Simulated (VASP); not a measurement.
Set up this calculation in VASP 6.6.1, as the native input.

* Task: single point
* Functional: PBEsol
* Dispersion: D3(BJ)
* Potentials or basis: VASP PAW PBE potentials, release 64 (Ta_pv, N)
* Cutoff: 600 eV
* k mesh: 10 × 10 × 10
* Occupations: fermi-dirac, width 0.05 eV
* Spin: no spin polarisation
* Dipole correction: no
* Further INCAR settings: ALGO = Normal; EDIFF = 1e-06; NBANDS = 15

The structure of TaN lies in POSCAR:

```
TaN
1.0
    0.0000000000      2.1814365931      2.1814365931
    2.1814365931      0.0000000000      2.1814365931
    2.1814365931      2.1814365931      0.0000000000
Ta N
1 1
Direct
    0.5000000000      0.5000000000      0.5000000000
    0.0000000000      0.0000000000      0.0000000000
```

One way to write it, as run:

INCAR

```
ALGO     = Normal         # electronic algorithm
EDIFF    = 1E-6           # SCF threshold, eV
ENCUT    = 600            # plane-wave cutoff, eV
GGA      = PS             # functional
GGA_COMPAT= F            
ISIF     = 2              # what is computed and relaxed
ISMEAR   = -1             # smearing method
IVDW     = 12             # dispersion correction
LASPH    = T              # aspherical terms in the spheres
LCHARG   = F              # write CHGCAR
LREAL    = F              # projectors in reciprocal space
LWAVE    = F              # write WAVECAR
NBANDS   = 15             # bands
NELM     = 120            # most SCF steps
PREC     = Accurate       # precision mode
SIGMA    = 0.05           # smearing width, eV
```

KPOINTS

```
k-points
0
Gamma
  10 10 10
```

Potentials or basis: VASP PAW PBE potentials, release 64 (Ta_pv, N).

The run is started by

```sh
$ cat potpaw_PBE.64/Ta_pv/POTCAR potpaw_PBE.64/N/POTCAR > POTCAR
$ mpirun -np 1 vasp_std > vasp.out
```

It gave:

```
Pressure                   : -3.4 GPa
Band gap on the k mesh     : zero (band 8 reaches 11.62 eV, above the bottom of band 9 at 7.45 eV)
Dispersion energy per atom : -0.477 eV
```

Caveat: the PAW data sets were made with another functional, which shifts forces and pressure a little; spin-orbit coupling is left out, which moves the levels of the heavy elements; pairwise dispersion overbinds metals, which lowers pressure and volume.

Wall time 13 s on 1 thread of AMD EPYC 9R45 96-Core Processor (Zen 5), on a shared host, peak memory 0.15 GiB.
